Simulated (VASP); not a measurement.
# Zn (P6_3/mmc) in VASP: notebook

Runs on Zn. Level: PBEsol. Tasks: single point.

Program: VASP 6.6.1. These are calculated values, not measurements. Logs are shortened: lines on timing, memory, paths and dates and some standing lists are left out, and cuts for length are marked.

### Step 1. The cell of the first run

Symmetry: P6_3/mmc, No. 194, hexagonal system. The conventional cell has a = 2.705 Å, b = 2.705 Å, c = 5.095 Å, α = 90.00°, β = 90.00°, γ = 120.00°. Within 3.6 Å of Zn (site symmetry -6m2) lie 12 Zn at 2.70 to 2.99 Å.

### Step 2. Single point, PBEsol (strain +0.015 along x and y, +0.030 along z)

Input file INCAR:

```
PREC = Accurate
ENCUT = 520
EDIFF = 1E-6
ISMEAR = 0
SIGMA = 0.15
LREAL = F
LASPH = T
NELM = 100
ALGO = Fast
ISIF = 2
LWAVE = F
LCHARG = F
GGA = PS
NBANDS = 19
```

Input file KPOINTS:

```
Automatic mesh
0
Gamma
  24 24 10
```

Input file POSCAR:

```
Zn
1.0
    2.7047700240      0.0000000000      0.0000000000
   -1.3523850120      2.3423995522      0.0000000000
    0.0000000000      0.0000000000      5.0951010000
Zn
2
Direct
    0.3333333333      0.6666666667      0.2500000000
    0.6666666667      0.3333333333      0.7500000000
```

Potentials or basis: VASP PAW PBE potentials, release 64 (Zn).

Run with:

```bash
> cat potpaw_PBE.64/Zn/POTCAR > POTCAR
> mpirun -np 1 vasp_std > vasp.out
```

OUTCAR:

```text
PREC = Accurate
   ENCUT = 520
   EDIFF = 1E-6
   ISMEAR = 0
   LREAL = F
   LASPH = T
   NELM = 100
   ISIF = 2
   GGA = PS

 ion  position               nearest neighbor table
   1  0.333  0.667  0.250-   2 2.99   2 2.99   2 2.99   2 2.99   2 2.99   2 2.99
   2  0.667  0.333  0.750-   1 2.99   1 2.99   1 2.99   1 2.99   1 2.99   1 2.99

  LATTYP: Found a hexagonal cell.
 ALAT       =     2.7047700240
 C/A-ratio  =     1.8837464756

  Lattice vectors:

 A1 = (   2.7047700240,   0.0000000000,   0.0000000000)
 A2 = (  -1.3523850120,   2.3423995522,   0.0000000000)
 A3 = (   0.0000000000,   0.0000000000,   5.0951010000)

Analysis of symmetry for initial positions (statically):
=====================================================================
 Subroutine PRICEL returns:
 Original cell was already a primitive cell.

 Routine SETGRP: Setting up the symmetry group for a
 hexagonal supercell.

 Subroutine GETGRP returns: Found 24 space group operations
 (whereof 12 operations were pure point group operations)
 out of a pool of 24 trial point group operations.

The static configuration has the point symmetry D_3d.
 The point group associated with its full space group is D_6h.

Analysis of symmetry for dynamics (positions and initial velocities):
=====================================================================
 Subroutine PRICEL returns:
 Original cell was already a primitive cell.

 Routine SETGRP: Setting up the symmetry group for a
 hexagonal supercell.

 Subroutine GETGRP returns: Found 24 space group operations
 (whereof 12 operations were pure point group operations)
 out of a pool of 24 trial point group operations.

The dynamic configuration has the point symmetry D_3d.
 The point group associated with its full space group is D_6h.

 Subroutine INISYM returns: Found 24 space group operations
 (whereof 12 operations are pure point group operations),
 and found     1 'primitive' translations

----------------------------------------------------------------------------------------

                                     Primitive cell

  volume of cell :      32.2808

  direct lattice vectors                    reciprocal lattice vectors
     2.704770024  0.000000000  0.000000000     0.369717200  0.213456325  0.000000000
    -1.352385012  2.342399552  0.000000000     0.000000000  0.426912650  0.000000000
     0.000000000  0.000000000  5.095101000     0.000000000  0.000000000  0.196266963

  length of vectors
     2.704770024  2.704770024  5.095101000     0.426912650  0.426912650  0.196266963

  position of ions in fractional coordinates (direct lattice)
     0.333333333  0.666666667  0.250000000
     0.666666667  0.333333333  0.750000000

  ion indices of the primitive-cell ions
   primitive index   ion index
                 1           1
                 2           2

----------------------------------------------------------------------------------------

 KPOINTS: Automatic mesh

Automatic generation of k-mesh.
 Grid dimensions read from file:
 generate k-points for:   24   24   10

 Generating k-lattice:

  Cartesian coordinates                     Fractional coordinates (reciprocal lattice)
     0.015404883  0.008894014  0.000000000     0.041666667 -0.000000000  0.000000000
     0.000000000  0.017788027  0.000000000     0.000000000  0.041666667  0.000000000
     0.000000000  0.000000000  0.019626696     0.000000000  0.000000000  0.100000000

  Length of vectors
     0.017788027  0.017788027  0.019626696

  Shift w.r.t. Gamma in fractional coordinates (k-lattice)
     0.000000000  0.000000000  0.000000000

 Subroutine IBZKPT returns following result:
 ===========================================

 Found    366 irreducible k-points:

 Following reciprocal coordinates:
            Coordinates               Weight
  0.000000  0.000000  0.000000      1.000000
  0.041667  0.000000  0.000000      6.000000
  0.083333  0.000000  0.000000      6.000000
  0.125000 -0.000000  0.000000      6.000000
  0.166667  0.000000  0.000000      6.000000
  0.208333 -0.000000  0.000000      6.000000
[... 16 lines left out ...]
  0.416667  0.041667  0.000000     12.000000
  0.458333  0.041667  0.000000     12.000000
 [... further k-points ...]
   k-points           NKPTS =    366   k-points in BZ     NKDIM =    366   number of bands    NBANDS=     19
   number of dos      NEDOS =    301   number of ions     NIONS =      2
   total plane-waves  NPLWV =  16000
   dimension x,y,z NGX =    20 NGY =   20 NGZ =   40
   dimension x,y,z NGXF=    40 NGYF=   40 NGZF=   80
   ions per type =               2
   NGX,Y,Z   is equivalent  to a cutoff of  12.29, 12.29, 13.05 a.u.
   NGXF,Y,Z  is equivalent  to a cutoff of  24.59, 24.59, 26.10 a.u.
 SYSTEM =  unknown system
   PREC   = accura    normal or accurate (medium, high low for compatibility)
   ISTART =      0    job   : 0-new  1-cont  2-samecut
   ICHARG =      2    charge: 1-file 2-atom 10-const
   ISPIN  =      1    spin polarized calculation?
   LNONCOLLINEAR =      F non collinear calculations
   LSORBIT =      F    spin-orbit coupling
   LASPH  =      T    aspherical Exc in radial PAW
   ENCUT  =  520.0 eV  38.22 Ry    6.18 a.u.   5.03  5.03  9.47*2*pi/ulx,y,z
   NELM   =    100;   NELMIN=  2; NELMDL= -5     # of ELM steps
   EDIFF  = 0.1E-05   stopping-criterion for ELM
   LREAL  =      F    real-space projection
   EDIFFG = 0.1E-04   stopping-criterion for IOM
   NSW    =      0    number of steps for IOM
   IBRION =     -1    ionic relax: 0-MD 1-quasi-New 2-CG
   NFREE  =      0    steps in history (QN), initial steepest desc. (CG)
   ISIF   =      2    stress and relaxation
   ISYM   =      2    0-nonsym 1-usesym 2-fastsym
   POTIM  = 0.5000    time-step for ionic-motion
   TEBEG  =    0.0;   TEEND  =   0.0 temperature during run
   PSTRESS=    0.0 pullay stress
   NELECT =      24.0000    total number of electrons
   NUPDOWN=      -1.0000    fix difference up-down
   EMIN   =  10.00;   EMAX   =-10.00  energy-range for DOS
   EFERMI =   0.00;   METHOD = LEGACY
   ISMEAR =     0;   SIGMA  =   0.15  broadening in eV -4-tet -1-fermi 0-gaus
   EFERMI_NEDOS =   21; number of points for ismear=-14 and -15
   IALGO  =     68    algorithm
   IMIX   =      4    mixing-type and parameters
     AMIX     =   0.40;   BMIX     =  1.00
     AMIX_MAG =   1.60;   BMIX_MAG =  1.00
  volume/ion in A,a.u.               =      16.14       108.92
  Fermi-wavevector in a.u.,A,eV,Ry     =   1.483078  2.802610 29.926275  2.199519
  Thomas-Fermi vector in A             =   2.596784
   LORBIT       =      0    0 simple, 1 ext, 2 COOP (PROOUT), +10 PAW based schemes
   GGA     = PS    functional components
   LHFCALC =     F    Hartree Fock is set to
   AEXX    =    0.0000 exact exchange contribution
   IVDW    =     0    specifies the selected vdW correction
   LEPSILON=     F    determine dielectric tensor
   LRPA    =     F    only Hartree local field effects (RPA)
 non-spin polarized calculation
 RMM-DIIS sequential band-by-band and
 Gauss-broadening in eV      SIGMA  =   0.15
  energy-cutoff  :      520.00
  volume of cell :       32.28
 maximum number of plane-waves:       894
 NGX is ok and might be reduce to    20
   NGX =  9   NGY =  9   NGZ = 19

 number of electron      23.9999976 magnetization

 Free energy of the ion-electron system (eV)
  ---------------------------------------------------
  ext. energy  EPLUGINS =         0.00000000
  ---------------------------------------------------
  free energy    TOTEN  =        -3.06962893 eV

  energy without entropy =       -3.06566236  energy(sigma->0) =       -3.06764564

 E-fermi :   2.5046     XC(G=0): -11.3890

 val. band max:        2.4961264854   @ k =   0.1250   0.0417   0.2000
 cond. band min:       2.5411487624   @ k =   0.3750   0.0417   0.0000
 fundamental gap:      0.0450222770
 Fermi energy:         2.5045734158

 k-point     1 :       0.0000    0.0000    0.0000
  band No.  band energies     occupation
      1      -7.4286      2.00000
      2      -5.8283      2.00000
      3      -5.2032      2.00000
      4      -4.9819      2.00000
      5      -4.9819      2.00000
      6      -4.9406      2.00000
[... 11 lines left out ...]
     18      21.0552      0.00000
     19      21.0823      0.00000

 k-point     2 :       0.0417    0.0000    0.0000
  band No.  band energies     occupation
      1      -7.3784      2.00000
      2      -5.8067      2.00000
      3      -5.1979      2.00000
      4      -4.9870      2.00000
      5      -4.9707      2.00000
      6      -4.9459      2.00000
[... 11 lines left out ...]
     18      20.4774      0.00000
     19      21.5609      0.00000

 k-point     3 :       0.0833    0.0000    0.0000
  band No.  band energies     occupation
      1      -7.2290      2.00000
      2      -5.7451      2.00000
      3      -5.1835      2.00000
      4      -5.0002      2.00000
      5      -4.9597      2.00000
      6      -4.9375      2.00000
[... 11 lines left out ...]
     18      19.9493      0.00000
     19      21.6763      0.00000

 k-point     4 :       0.1250   -0.0000    0.0000
  band No.  band energies     occupation
      1      -6.9839      2.00000
      2      -5.6540      2.00000
      3      -5.1657      2.00000
      4      -5.0169      2.00000
      5      -4.9711      2.00000
      6      -4.8842      2.00000
[... 11 lines left out ...]
     18      19.3556      0.00000
     19      20.3972      0.00000

 k-point     5 :       0.1667    0.0000    0.0000
  band No.  band energies     occupation
      1      -6.6523      2.00000
      2      -5.5539      2.00000
      3      -5.1502      2.00000
      4      -5.0353      2.00000
      5      -4.9539      2.00000
      6      -4.8391      2.00000
[... 11 lines left out ...]
     18      18.4932      0.00000
     19      19.3720      0.00000

 k-point     6 :       0.2083   -0.0000    0.0000
  band No.  band energies     occupation
      1      -6.2590      2.00000
      2      -5.4786      2.00000
      3      -5.1250      2.00000
      4      -5.0415      2.00000
      5      -4.9580      2.00000
      6      -4.8848      2.00000
[... 11 lines left out ...]
     18      17.9806      0.00000
     19      18.0226      0.00000

 k-point     7 :       0.2500   -0.0000    0.0000
  band No.  band energies     occupation
      1      -5.8767      2.00000
      2      -5.4569      2.00000
      3      -5.0783      2.00000
      4      -5.0724      2.00000
      5      -4.9896      2.00000
      6      -4.7957      2.00000
[... 11 lines left out ...]
     18      17.5724      0.00000
     19      17.7508      0.00000

 k-point     8 :       0.2917    0.0000    0.0000
  band No.  band energies     occupation
      1      -5.6452      2.00000
      2      -5.4746      2.00000
      3      -5.1739      2.00000
      4      -5.0204      2.00000
      5      -4.8696      2.00000
      6      -4.8487      2.00000
[... 256 lines left out ...]
 k-point    20 :       0.2917    0.0417    0.0000
  band No.  band energies     occupation
      1      -5.5771      2.00000
      2      -5.4742      2.00000
      3      -5.2181      2.00000
      4      -4.9880      2.00000
      5      -4.8817      2.00000
      6      -4.8286      2.00000
[... 11 lines left out ...]
     18      17.7847      0.00000
     19      17.9917      0.00000

 k-point    21 :       0.3333    0.0417    0.0000
  band No.  band energies     occupation
      1      -5.5704      2.00000
      2      -5.4989      2.00000
      3      -5.2924      2.00000
      4      -4.9296      2.00000
      5      -4.9230      2.00000
      6      -4.7962      2.00000
[... 11 lines left out ...]
     18      17.4828      0.00000
     19      17.5650      0.00000

 k-point    22 :       0.3750    0.0417    0.0000
  band No.  band energies     occupation
      1      -5.5961      2.00000
      2      -5.5215      2.00000
      3      -5.3481      2.00000
      4      -4.9570      2.00000
      5      -4.8820      2.00000
      6      -4.8161      2.00000
[... 11 lines left out ...]
     18      17.1611      0.00000
     19      17.3285      0.00000

 k-point    23 :       0.4167    0.0417    0.0000
  band No.  band energies     occupation
      1      -5.6204      2.00000
      2      -5.5405      2.00000
      3      -5.3852      2.00000
      4      -4.9811      2.00000
      5      -4.8485      2.00000
      6      -4.8299      2.00000
[... 11 lines left out ...]
     18      16.9242      0.00000
     19      17.1882      0.00000

 k-point    24 :       0.4583    0.0417    0.0000
  band No.  band energies     occupation
      1      -5.6341      2.00000
      2      -5.5512      2.00000
      3      -5.4036      2.00000
      4      -4.9936      2.00000
      5      -4.8370      2.00000
      6      -4.8311      2.00000
[... 11 lines left out ...]
     18      16.8032      0.00000
     19      17.1191      0.00000

 [... further k-points ...]
[... 5 lines left out ...]
  --------------------------------------------------------------------------------------
  -------------------------------------------------------------------------------------
  Total       -1.8192401     -1.8192401     -1.1174364      0.0000000     -0.0000000      0.0000000
  in kB      -90.2934988    -90.2934988    -55.4612044      0.0000000     -0.0000000      0.0000000
  external PRESSURE =     -78.6827340 kB  Pullay stress =       0.0000000 kB

 VOLUME and BASIS-vectors are now :
 -----------------------------------------------------------------------------
  energy-cutoff  :      520.00
  volume of cell :       32.28
      direct lattice vectors                 reciprocal lattice vectors
     2.704770024  0.000000000  0.000000000     0.369717200  0.213456325  0.000000000
    -1.352385012  2.342399552  0.000000000     0.000000000  0.426912650  0.000000000
     0.000000000  0.000000000  5.095101000     0.000000000  0.000000000  0.196266963

 POSITION                                       TOTAL-FORCE (eV/Angst)
 -----------------------------------------------------------------------------------
     -0.00000      1.56160      1.27378        -0.000000     -0.000000      0.000000
      1.35239      0.78080      3.82133         0.000000      0.000000     -0.000000
 -----------------------------------------------------------------------------------
    total drift:                               -0.000000      0.000000      0.000000

  FREE ENERGIE OF THE ION-ELECTRON SYSTEM (eV)
  ---------------------------------------------------
  free  energy   TOTEN  =        -3.0696289253 eV

  energy  without entropy=       -3.0656623586  energy(sigma->0) =       -3.06764564
```

It took 2.6 min on 1 thread of Intel Xeon Platinum 8488C (Sapphire Rapids), shared host; peak memory 0.28 GiB.

Results:

* Free energy: -3.0696 eV
* Pressure: -7.9 GPa
* Band gap on the k mesh: zero (bands 12 and 13 overlap by 4.70 eV)

Stress tensor (GPa, compression positive):
```
-9.03  0.00  0.00
 0.00 -9.03  0.00
 0.00  0.00 -5.55
```

Levels at points of the mesh, in eV from the Fermi level:
```csv
k point,band 9,band 10,band 11,band 12,band 13,band 14,band 15,band 16
"(0.00, 0.00, 0.00)",-7.13,-6.96,-6.96,-3.39,-3.21,12.63,16.27,16.94
"(0.50, 0.00, 0.00)",-6.78,-6.76,-2.60,-2.04,2.40,3.50,3.67,5.57
"(0.00, 0.00, 0.50)",-7.03,-7.03,-7.03,-7.03,4.16,4.16,18.12,18.12
"(0.50, 0.00, 0.50)",-6.77,-6.77,-1.65,-1.65,0.05,0.05,9.57,9.57
```

Caveat: the cell differs from its parent crystal (strain +0.015 along x and y, +0.030 along z); the cell stands under tension; the PAW data sets were made with another functional, which shifts forces and pressure a little.

### Step 3. Single point, PBEsol (strain +0.030 along x and y, +0.015 along z)

Input file INCAR:

```
PREC = Accurate
ENCUT = 520
EDIFF = 1E-7
ISMEAR = 0
SIGMA = 0.15
LREAL = False
LASPH = True
NELM = 60
ALGO = Fast
ISIF = 2
LWAVE = False
LCHARG = False
GGA = PS
NBANDS = 19
```

Input file KPOINTS:

```
regular mesh
0
Gamma
  24 24 10
```

Input file POSCAR:

```
Zn
1.0
    2.7447419948      0.0000000000      0.0000000000
   -1.3723709974      2.3770162943      0.0000000000
    0.0000000000      0.0000000000      5.0209005000
Zn
2
Direct
    0.3333333333      0.6666666667      0.2500000000
    0.6666666667      0.3333333333      0.7500000000
```

Potentials or basis: VASP PAW PBE potentials, release 64 (Zn).

Run with:

```bash
> cat potpaw_PBE.64/Zn/POTCAR > POTCAR
> mpirun -np 1 vasp_std > vasp.out
```

It took 2.6 min on 1 thread of Intel Xeon Platinum 8488C (Sapphire Rapids), shared host; peak memory 0.29 GiB.

The run converged. Its results:

```yaml
Free_energy: -3.0291 eV
Pressure: -8.8 GPa
Band_gap_on_the_k_mesh: zero (bands 12 and 13 overlap by 4.23 eV)
```

Stress tensor (GPa, compression positive):
```
-10.05   0.00   0.00
  0.00 -10.05   0.00
  0.00   0.00  -6.26
```

Levels at points of the mesh, in eV from the Fermi level:
| k point | band 8 | band 9 | band 10 | band 11 | band 12 | band 13 | band 14 | band 15 | band 16 | band 17 |
| --- | --- | --- | --- | --- | --- | --- | --- | --- | --- | --- |
| (0.00, 0.00, 0.00) | -7.17 | -7.17 | -6.98 | -6.98 | -3.25 | -2.95 | 13.39 | 16.13 | 16.13 | 16.84 |
| (0.50, 0.00, 0.00) | -6.98 | -6.83 | -6.81 | -2.70 | -2.23 | 2.51 | 3.42 | 3.69 | 5.52 | 9.43 |
| (0.00, 0.00, 0.50) | -7.36 | -7.05 | -7.05 | -7.05 | -7.05 | 4.59 | 4.59 | 17.35 | 17.35 | 17.35 |
| (0.50, 0.00, 0.50) | -6.99 | -6.82 | -6.82 | -1.70 | -1.70 | -0.13 | -0.13 | 9.78 | 9.78 | 11.16 |

Caveat: the cell differs from its parent crystal (strain +0.030 along x and y, +0.015 along z); the cell stands under tension; the PAW data sets were made with another functional, which shifts forces and pressure a little.

### Step 4. Single point, PBEsol (strain +0.030 along x and y, +0.030 along z)

Input file INCAR:

```
SYSTEM = Zn
ALGO = Fast
EDIFF = 1E-7
ENCUT = 520
GGA = PS
ISIF = 2
ISMEAR = 0
LASPH = .True.
LCHARG = .False.
LREAL = .False.
LWAVE = .False.
NBANDS = 19
NELM = 80
PREC = Accurate
SIGMA = 0.15
```

Input file KPOINTS:

```
k-points
0
Gamma
  24 24 10
  0 0 0
```

Changes to POSCAR since step 3:

```diff
@@ -4,3 +4,3 @@
    -1.3723709974      2.3770162943      0.0000000000
-    0.0000000000      0.0000000000      5.0209005000
+    0.0000000000      0.0000000000      5.0951010000
 Zn
```

Run with:

```bash
> cat potpaw_PBE.64/Zn/POTCAR > POTCAR
> mpirun -np 1 vasp_std > vasp.out
```

Run time: 2.4 min. Hardware: 1 thread of Intel Xeon Platinum 8488C (Sapphire Rapids), shared host; peak memory 0.28 GiB.

The run converged. Its results:

```yaml
Free_energy: -3.0094 eV
Pressure: -9.2 GPa
Band_gap_on_the_k_mesh: zero (bands 12 and 13 overlap by 4.48 eV)
```

Stress tensor (GPa, compression positive):
```
-10.61   0.00   0.00
  0.00 -10.61   0.00
  0.00   0.00  -6.50
```

Levels at points of the mesh, in eV from the Fermi level:
| k point | band 9 | band 10 | band 11 | band 12 | band 13 | band 14 | band 15 | band 16 |
| --- | --- | --- | --- | --- | --- | --- | --- | --- |
| (0.00, 0.00, 0.00) | -7.12 | -6.94 | -6.94 | -3.22 | -3.09 | 12.81 | 16.25 | 16.25 |
| (0.50, 0.00, 0.00) | -6.78 | -6.77 | -2.58 | -2.13 | 2.40 | 3.43 | 3.55 | 5.49 |
| (0.00, 0.00, 0.50) | -7.01 | -7.01 | -7.01 | -7.01 | 4.31 | 4.31 | 17.42 | 17.42 |
| (0.50, 0.00, 0.50) | -6.77 | -6.77 | -1.62 | -1.62 | -0.09 | -0.09 | 9.53 | 9.53 |

Caveat: the cell differs from its parent crystal (strain +0.030 along x and y, +0.030 along z); the cell stands under tension; the PAW data sets were made with another functional, which shifts forces and pressure a little.

### Step 5. Summary

```tsv
cell	further INCAR settings	gap on the mesh (eV)	pressure (GPa)
a = 2.705, b = 2.705, c = 5.095 Å, angles 90.0, 90.0, 120.0°, 2 atoms	ALGO = Fast; EDIFF = 1e-06; NBANDS = 19	none	-7.9
a = 2.745, b = 2.745, c = 5.021 Å, angles 90.0, 90.0, 120.0°, 2 atoms	ALGO = Fast; EDIFF = 1e-07; NBANDS = 19	none	-8.8
a = 2.745, b = 2.745, c = 5.095 Å, angles 90.0, 90.0, 120.0°, 2 atoms	ALGO = Fast; EDIFF = 1e-07; NBANDS = 19	none	-9.2
```

Alike in all rows: task single point; level PBEsol; potentials or basis VASP PAW PBE potentials, release 64 (Zn); no spin polarisation; k mesh 24 × 24 × 10; cutoff (eV) 520; smearing gaussian 0.15 eV.

Caveats: the cell stands under tension; the PAW data sets were made with another functional, which shifts forces and pressure a little.

Total energies depend on the potentials used, so only differences within one code and one set of settings carry meaning.

The gap in the log of VASP goes by the Fermi energy; the results here count the filled bands.